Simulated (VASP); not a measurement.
Here is a VASP 6.6.1 calculation.

Contents of INCAR:

```
PREC = Accurate
ENCUT = 520
EDIFF = 1E-6
ISMEAR = 0
SIGMA = 0.15
LREAL = F
LASPH = T
NELM = 100
ALGO = Normal
ISIF = 2
LWAVE = F
LCHARG = T
GGA = PS
LELF = T
LVHAR = T
NBANDS = 12
```

The input KPOINTS:

```
regular mesh
0
Gamma
  16 16 16
```

The input POSCAR:

```
Y
1.0
    0.0000000000      2.2862000000      2.2862000000
    2.2862000000      0.0000000000      2.2862000000
    2.2862000000      2.2862000000      0.0000000000
Y
1
Direct
    0.0000000000      0.0000000000      0.0000000000
```

Potentials or basis: VASP PAW PBE potentials, release 64 (Y_sv).

Launch:

```sh
$ cat potpaw_PBE.64/Y_sv/POTCAR > POTCAR
$ mpirun -np 1 vasp_std > vasp.out
```

Task: What does it give for the pressure?

Result: 15.6 GPa.

Caveat: the cell differs from its parent crystal (strain -0.080 along x and y, -0.080 along z); the PAW data sets were made with another functional, which shifts forces and pressure a little.
